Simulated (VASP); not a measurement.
# Be in VASP: notebook

Aim: see how the results for Be move with the level of theory and the settings. Levels: revPBE, PBE. Tasks: single point.

Program: VASP 6.6.1. These are calculated values, not measurements. Logs are shortened: lines on timing, memory, paths and dates and some standing lists are left out, and cuts for length are marked.

## Step 1: The cell of the first run

Symmetry: P6_3/mmc, No. 194, hexagonal system. Conventional cell: a = 2.265 Å, b = 2.265 Å, c = 3.574 Å, α = 90.00°, β = 90.00°, γ = 120.00°. Be (site symmetry -6m2) has 12 Be at 2.21 to 2.26 Å within 2.9 Å.

## Step 2: Single point, revPBE, collinear spin

File INCAR:

```
SYSTEM = Be
PREC     = Accurate       ! precision mode
ENCUT    = 520            ! plane-wave cutoff, eV
EDIFF    = 1E-6           ! SCF threshold, eV
ISMEAR   = -5             ! smearing method
SIGMA    = 0.1            ! smearing width, eV
LREAL    = .FALSE.        ! projectors in reciprocal space
LASPH    = .TRUE.         ! aspherical terms in the spheres
NELM     = 150            ! most SCF steps
ALGO     = Normal         ! electronic algorithm
ISIF     = 2              ! what is computed and relaxed
LWAVE    = .FALSE.        ! write WAVECAR
LCHARG   = .FALSE.        ! write CHGCAR
ISPIN    = 2              ! spin polarisation
MAGMOM   = 4 0            ! initial moments
LORBIT   = 11             ! projections on sites
GGA      = RE             ! functional
NELECT   = 4.1          
NBANDS   = 13             ! bands
```

File KPOINTS:

```
regular mesh
0
G
  12 12 6
  0 0 0
```

File POSCAR:

```
Be
1.0
    2.2647826536      0.0000000000      0.0000000000
   -1.1323913268      1.9613593121      0.0000000000
    0.0000000000      0.0000000000      3.5741024600
Be
2
Direct
    0.3333333333      0.6666666667      0.7500000000
    0.6666666667      0.3333333333      0.2500000000
```

Potentials or basis: VASP PAW PBE potentials, release 64 (Be).

Command:

```console
cat potpaw_PBE.64/Be/POTCAR > POTCAR
mpirun -np 1 vasp_std > vasp.out
```

OUTCAR:

```text
SYSTEM = Be
   PREC = Accurate
   ENCUT = 520
   EDIFF = 1E-6
   ISMEAR = -5
   LREAL = .FALSE.
   LASPH = .TRUE.
   NELM = 150
   ISIF = 2
   ISPIN = 2
   LORBIT = 11
   GGA = RE
   NELECT = 4.1

 ion  position               nearest neighbor table
   1  0.333  0.667  0.750-   2 2.21   2 2.21   2 2.21   2 2.21   2 2.21   2 2.21
   2  0.667  0.333  0.250-   1 2.21   1 2.21   1 2.21   1 2.21   1 2.21   1 2.21

  LATTYP: Found a hexagonal cell.
 ALAT       =     2.2647826536
 C/A-ratio  =     1.5781216155

  Lattice vectors:

 A1 = (   2.2647826536,   0.0000000000,   0.0000000000)
 A2 = (  -1.1323913268,   1.9613593121,   0.0000000000)
 A3 = (   0.0000000000,   0.0000000000,   3.5741024600)

Analysis of symmetry for initial positions (statically):
=====================================================================
 Subroutine PRICEL returns:
 Original cell was already a primitive cell.

 Routine SETGRP: Setting up the symmetry group for a
 hexagonal supercell.

 Subroutine GETGRP returns: Found 24 space group operations
 (whereof 12 operations were pure point group operations)
 out of a pool of 24 trial point group operations.

The static configuration has the point symmetry D_3d.
 The point group associated with its full space group is D_6h.

Analysis of symmetry for dynamics (positions and initial velocities):
=====================================================================
 Subroutine PRICEL returns:
 Original cell was already a primitive cell.

 Routine SETGRP: Setting up the symmetry group for a
 hexagonal supercell.

 Subroutine GETGRP returns: Found 24 space group operations
 (whereof 12 operations were pure point group operations)
 out of a pool of 24 trial point group operations.

The dynamic configuration has the point symmetry D_3d.
 The point group associated with its full space group is D_6h.

Analysis of structural, dynamic, and magnetic symmetry:
=====================================================================
 Subroutine PRICEL returns:
 Original cell was already a primitive cell.

 Routine SETGRP: Setting up the symmetry group for a
 hexagonal supercell.

 Subroutine GETGRP returns: Found 12 space group operations
 (whereof  6 operations were pure point group operations)
 out of a pool of 24 trial point group operations.

The overall configuration has the point symmetry C_3v.
 The point group associated with its full space group is D_3h.

 Subroutine INISYM returns: Found 12 space group operations
 (whereof  6 operations are pure point group operations),
 and found     1 'primitive' translations

----------------------------------------------------------------------------------------

                                     Primitive cell

  volume of cell :      15.8764

  direct lattice vectors                    reciprocal lattice vectors
     2.264782654  0.000000000  0.000000000     0.441543474  0.254925243  0.000000000
    -1.132391327  1.961359312  0.000000000     0.000000000  0.509850487  0.000000000
     0.000000000  0.000000000  3.574102460     0.000000000  0.000000000  0.279790524

  length of vectors
     2.264782654  2.264782654  3.574102460     0.509850487  0.509850487  0.279790524

  position of ions in fractional coordinates (direct lattice)
     0.333333333  0.666666667  0.750000000
     0.666666667  0.333333333  0.250000000

  ion indices of the primitive-cell ions
   primitive index   ion index
                 1           1
                 2           2

----------------------------------------------------------------------------------------

 KPOINTS: regular mesh

Automatic generation of k-mesh.
 Grid dimensions read from file:
 generate k-points for:   12   12    6

 Generating k-lattice:

  Cartesian coordinates                     Fractional coordinates (reciprocal lattice)
     0.036795289  0.021243770  0.000000000     0.083333333  0.000000000  0.000000000
     0.000000000  0.042487541  0.000000000     0.000000000  0.083333333  0.000000000
     0.000000000  0.000000000  0.046631754     0.000000000  0.000000000  0.166666667

  Length of vectors
     0.042487541  0.042487541  0.046631754

  Shift w.r.t. Gamma in fractional coordinates (k-lattice)
     0.000000000  0.000000000  0.000000000

 TETIRR: Found    879 inequivalent tetrahedra from     5184

 Subroutine IBZKPT returns following result:
 ===========================================

 Found     76 irreducible k-points:

 Following reciprocal coordinates:
            Coordinates               Weight
  0.000000  0.000000  0.000000      1.000000
  0.083333 -0.000000  0.000000      6.000000
  0.166667 -0.000000  0.000000      6.000000
  0.250000  0.000000  0.000000      6.000000
  0.333333  0.000000  0.000000      6.000000
  0.416667  0.000000  0.000000      6.000000
[... 16 lines left out ...]
  0.250000  0.000000  0.166667     12.000000
  0.333333  0.000000  0.166667     12.000000
 [... further k-points ...]
   k-points           NKPTS =     76   k-points in BZ     NKDIM =     76   number of bands    NBANDS=     13
   number of dos      NEDOS =    301   number of ions     NIONS =      2
   total plane-waves  NPLWV =   9072
   dimension x,y,z NGX =    18 NGY =   18 NGZ =   28
   dimension x,y,z NGXF=    36 NGYF=   36 NGZF=   56
   ions per type =               2
   NGX,Y,Z   is equivalent  to a cutoff of  13.21, 13.21, 13.02 a.u.
   NGXF,Y,Z  is equivalent  to a cutoff of  26.43, 26.43, 26.05 a.u.
 SYSTEM =  Be
   PREC   = accura    normal or accurate (medium, high low for compatibility)
   ISTART =      0    job   : 0-new  1-cont  2-samecut
   ICHARG =      2    charge: 1-file 2-atom 10-const
   ISPIN  =      2    spin polarized calculation?
   LNONCOLLINEAR =      F non collinear calculations
   LSORBIT =      F    spin-orbit coupling
   LASPH  =      T    aspherical Exc in radial PAW
   ENCUT  =  520.0 eV  38.22 Ry    6.18 a.u.   4.21  4.21  6.65*2*pi/ulx,y,z
   NELM   =    150;   NELMIN=  2; NELMDL= -5     # of ELM steps
   EDIFF  = 0.1E-05   stopping-criterion for ELM
   LREAL  =      F    real-space projection
   EDIFFG = 0.1E-04   stopping-criterion for IOM
   NSW    =      0    number of steps for IOM
   IBRION =     -1    ionic relax: 0-MD 1-quasi-New 2-CG
   NFREE  =      0    steps in history (QN), initial steepest desc. (CG)
   ISIF   =      2    stress and relaxation
   ISYM   =      2    0-nonsym 1-usesym 2-fastsym
   POTIM  = 0.5000    time-step for ionic-motion
   TEBEG  =    0.0;   TEEND  =   0.0 temperature during run
   PSTRESS=    0.0 pullay stress
   NELECT =       4.1000    total number of electrons
   NUPDOWN=      -1.0000    fix difference up-down
   EMIN   =  10.00;   EMAX   =-10.00  energy-range for DOS
   EFERMI =   0.00;   METHOD = LEGACY
   ISMEAR =    -5;   SIGMA  =   0.10  broadening in eV -4-tet -1-fermi 0-gaus
   EFERMI_NEDOS =   21; number of points for ismear=-14 and -15
   IALGO  =     38    algorithm
   IMIX   =      4    mixing-type and parameters
     AMIX     =   0.40;   BMIX     =  1.00
     AMIX_MAG =   1.60;   BMIX_MAG =  1.00
  volume/ion in A,a.u.               =       7.94        53.57
  Fermi-wavevector in a.u.,A,eV,Ry     =   1.042524  1.970084 14.787566  1.086855
  Thomas-Fermi vector in A             =   2.177193
   LORBIT       =     11    0 simple, 1 ext, 2 COOP (PROOUT), +10 PAW based schemes
   GGA     = RE    functional components
   LHFCALC =     F    Hartree Fock is set to
   AEXX    =    0.0000 exact exchange contribution
   IVDW    =     0    specifies the selected vdW correction
   LEPSILON=     F    determine dielectric tensor
   LRPA    =     F    only Hartree local field effects (RPA)
 spin polarized calculation
 Fermi weights with tetrahedron method with Bloechl corrections
  energy-cutoff  :      520.00
  volume of cell :       15.88
 maximum number of plane-waves:       446
 NGX is ok and might be reduce to    18
   NGX =  9   NGY =  9   NGZ = 13

 number of electron       4.1000000 magnetization       0.0000000

 number of electron       4.1000000 magnetization      -0.0000002

 Free energy of the ion-electron system (eV)
  ---------------------------------------------------
  ext. energy  EPLUGINS =         0.00000000
  ---------------------------------------------------
  free energy    TOTEN  =        -6.36033608 eV

  energy without entropy =       -6.36033608  energy(sigma->0) =       -6.36033608

 E-fermi :   8.0750     XC(G=0): -10.6690

 val. band max:        7.8524686826   @ k =   0.3333   0.2500   0.3333
 cond. band min:       7.3662443621   @ k =   0.3333   0.3333   0.5000
 fundamental gap:     -0.4862243205
 Fermi energy:         8.0750060043

 spin component 1

 k-point     1 :       0.0000    0.0000    0.0000
  band No.  band energies     occupation
      1      -4.3766      1.00000
      2       2.5564      1.00000
      3       8.0226      0.13764
      4      23.1332      0.00000
      5      23.1332      0.00000
      6      25.9638      0.00000
      7      25.9638      0.00000
      8      28.0148      0.00000
      9      33.9871      0.00000
     10      35.3383      0.00000
     11      35.3383      0.00000
     12      36.7623      0.00000
     13      39.8383      0.00000

 k-point     2 :       0.0833   -0.0000    0.0000
  band No.  band energies     occupation
      1      -4.1757      1.00000
      2       2.8179      1.00000
      3       8.0861      0.03512
      4      21.5357      0.00000
      5      22.0213      0.00000
      6      25.9551      0.00000
      7      26.4749      0.00000
      8      27.6261      0.00000
      9      31.5400      0.00000
     10      35.4404      0.00000
     11      35.6581      0.00000
[... 339 lines left out ...]
 k-point    24 :       0.3333    0.0000    0.1667
  band No.  band energies     occupation
      1      -0.9311      1.00000
      2       4.6833      1.00000
      3       9.3891     -0.04572
      4      13.8394      0.00000
      5      17.5599      0.00000
      6      17.7616      0.00000
      7      22.5776      0.00000
      8      23.8203      0.00000
      9      26.4692      0.00000
     10      30.6031      0.00000
     11      33.9148      0.00000
     12      35.8864      0.00000
     13      40.8241      0.00000

 [... further k-points ...]

 spin component 2

 k-point     1 :       0.0000    0.0000    0.0000
  band No.  band energies     occupation
      1      -4.3766      1.00000
      2       2.5564      1.00000
      3       8.0226      0.13763
      4      23.1332      0.00000
      5      23.1332      0.00000
      6      25.9638      0.00000
      7      25.9638      0.00000
      8      28.0148      0.00000
      9      33.9871      0.00000
     10      35.3383      0.00000
     11      35.3383      0.00000
     12      36.7623      0.00000
     13      39.8383      0.00000

 k-point     2 :       0.0833   -0.0000    0.0000
  band No.  band energies     occupation
      1      -4.1757      1.00000
      2       2.8179      1.00000
      3       8.0861      0.03512
      4      21.5357      0.00000
      5      22.0213      0.00000
      6      25.9551      0.00000
      7      26.4749      0.00000
      8      27.6261      0.00000
      9      31.5400      0.00000
     10      35.4404      0.00000
     11      35.6581      0.00000
[... 339 lines left out ...]
 k-point    24 :       0.3333    0.0000    0.1667
  band No.  band energies     occupation
      1      -0.9311      1.00000
      2       4.6833      1.00000
      3       9.3891     -0.04572
      4      13.8394      0.00000
      5      17.5599      0.00000
      6      17.7616      0.00000
      7      22.5776      0.00000
      8      23.8203      0.00000
      9      26.4692      0.00000
     10      30.6031      0.00000
     11      33.9148      0.00000
     12      35.8864      0.00000
     13      40.8241      0.00000

 [... further k-points ...]

------------------------ aborting loop because EDIFF is reached ----------------------------------------

  FORCE on cell =-STRESS in cart. coord.  units (eV):
  Direction    XX          YY          ZZ          XY          YZ          ZX
  --------------------------------------------------------------------------------------
  -------------------------------------------------------------------------------------
  Total        1.1699861      1.1699861      0.7724518      0.0000000      0.0000000      0.0000000
  in kB      118.0702770    118.0702770     77.9527265      0.0000000      0.0000000      0.0000000
  external PRESSURE =     104.6977602 kB  Pullay stress =       0.0000000 kB

 VOLUME and BASIS-vectors are now :
 -----------------------------------------------------------------------------
  energy-cutoff  :      520.00
  volume of cell :       15.88
      direct lattice vectors                 reciprocal lattice vectors
     2.264782654  0.000000000  0.000000000     0.441543474  0.254925243  0.000000000
    -1.132391327  1.961359312  0.000000000     0.000000000  0.509850487  0.000000000
     0.000000000  0.000000000  3.574102460     0.000000000  0.000000000  0.279790524

 POSITION                                       TOTAL-FORCE (eV/Angst)
 -----------------------------------------------------------------------------------
     -0.00000      1.30757      2.68058        -0.000000      0.000000      0.000000
      1.13239      0.65379      0.89353         0.000000      0.000000     -0.000000
 -----------------------------------------------------------------------------------
    total drift:                                0.000000     -0.000000      0.000000

  FREE ENERGIE OF THE ION-ELECTRON SYSTEM (eV)
  ---------------------------------------------------
  free  energy   TOTEN  =        -6.3603360791 eV

  energy  without entropy=       -6.3603360791  energy(sigma->0) =       -6.36033608

 total charge

# of ion       s       p       d       tot
------------------------------------------
    1        0.407   0.794   0.000   1.201
    2        0.407   0.794   0.000   1.201
--------------------------------------------------
tot          0.814   1.587   0.000   2.402

 magnetization (x)

# of ion       s       p       d       tot
------------------------------------------
    1       -0.000   0.002   0.000   0.002
    2        0.000  -0.002   0.000  -0.002
--------------------------------------------------
tot          0.000   0.000   0.000   0.000
```

Run time: 51 s. Hardware: 1 thread of AMD EPYC 7R43 (Zen 3), shared host; peak memory 0.11 GiB.

Results:

```yaml
Free_energy: -6.3603 eV
Net_moment: 0.00 μB per cell
Valence_electrons_inside_the_program's_atomic_spheres: Be 1.20
```

Levels at points of the mesh, in eV from the Fermi level:
Spin up:
```
           k point  band 1  band 2  band 3  band 4  band 5  band 6
(0.00, 0.00, 0.00)  -12.45   -5.52   -0.05   15.06   15.06   17.89
(0.50, 0.00, 0.00)   -6.07   -4.21    2.58    5.38    5.64    8.42
(0.00, 0.00, 0.50)  -10.29  -10.28    9.56    9.56   16.71   16.71
(0.50, 0.00, 0.50)   -4.68   -4.68    0.46    0.46   11.02   11.03
```
Spin down:
| k point | band 1 | band 2 | band 3 | band 4 | band 5 | band 6 | band 7 |
| --- | --- | --- | --- | --- | --- | --- | --- |
| (0.00, 0.00, 0.00) | -12.45 | -5.52 | -0.05 | 15.06 | 15.06 | 17.89 | 17.89 |
| (0.50, 0.00, 0.00) | -6.07 | -4.21 | 2.58 | 5.38 | 5.64 | 8.42 | 8.96 |
| (0.00, 0.00, 0.50) | -10.29 | -10.28 | 9.56 | 9.56 | 16.71 | 16.71 | 16.71 |
| (0.50, 0.00, 0.50) | -4.68 | -4.68 | 0.46 | 0.46 | 11.02 | 11.03 | 14.35 |

Caveat: the cell carries a net charge on a neutralising background, which shifts energy and pressure; the cell is charged against a uniform background, so pressure and absolute levels hang on convention; the PAW data sets were made with another functional, which shifts forces and pressure a little; tetrahedron occupations give inexact forces and stress in metals.

## Step 3: Single point, PBE

File INCAR:

```
PREC = Accurate
ENCUT = 520
EDIFF = 1E-7
ISMEAR = 0
SIGMA = 0.1
LREAL = False
LASPH = True
NELM = 80
ALGO = Fast
ISIF = 2
LWAVE = False
LCHARG = False
GGA = PE
NBANDS = 9
```

File KPOINTS:

```
Automatic mesh
0
Gamma
  12 12 6
```

File POSCAR:

```
Be
1.0
    2.2647826536      0.0000000000      0.0000000000
   -1.1323913268      1.9613593121      0.0000000000
    0.0000000000      0.0000000000      3.5741024600
Be
2
Direct
    0.3184062161      0.6630242422      0.7569644809
    0.6767559306      0.3331085440      0.2405410215
```

Potentials or basis: VASP PAW PBE potentials, release 64 (Be).

Command:

```console
cat potpaw_PBE.64/Be/POTCAR > POTCAR
mpirun -np 1 vasp_std > vasp.out
```

Wall time 44 s (1 thread of AMD EPYC 7R43 (Zen 3), shared host); peak memory 0.13 GiB.

It converged, with:

| Quantity | Value |
| --- | --- |
| Free energy | -7.5196 eV |
| Pressure | 0.0 GPa |
| Largest force | 0.490 eV/Å |
| Band gap on the k mesh | zero (bands 2 and 3 overlap by 1.87 eV) |

Forces on the atoms (eV/Å):
```
Be   0.193  0.034 -0.449
Be  -0.193 -0.034  0.449
```

Stress tensor (GPa, compression positive):
```
 0.16  1.10 -0.44
 1.10 -0.15 -0.08
-0.44 -0.08 -0.11
```

Levels at points of the mesh, in eV from the Fermi level:
| k point | band 1 | band 2 | band 3 | band 4 | band 5 | band 6 | band 7 |
| --- | --- | --- | --- | --- | --- | --- | --- |
| (0.00, 0.00, 0.00) | -11.75 | -4.86 | 0.62 | 15.39 | 15.74 | 18.12 | 18.67 |
| (0.50, 0.00, 0.00) | -5.32 | -3.72 | 3.40 | 5.75 | 6.63 | 9.00 | 9.47 |
| (0.00, 0.50, 0.00) | -5.43 | -3.52 | 3.18 | 6.09 | 6.25 | 9.00 | 9.67 |
| (0.50, 0.50, 0.00) | -5.49 | -3.39 | 3.05 | 6.01 | 6.29 | 8.98 | 9.79 |
| (0.00, 0.00, 0.50) | -9.71 | -9.47 | 9.68 | 10.72 | 16.96 | 17.07 | 17.37 |
| (0.50, 0.00, 0.50) | -4.17 | -4.02 | 1.25 | 1.31 | 11.29 | 11.91 | 14.44 |
| (0.00, 0.50, 0.50) | -4.11 | -3.94 | 1.11 | 1.16 | 11.27 | 11.89 | 14.68 |
| (0.50, 0.50, 0.50) | -4.08 | -3.89 | 1.01 | 1.06 | 11.27 | 11.89 | 14.83 |
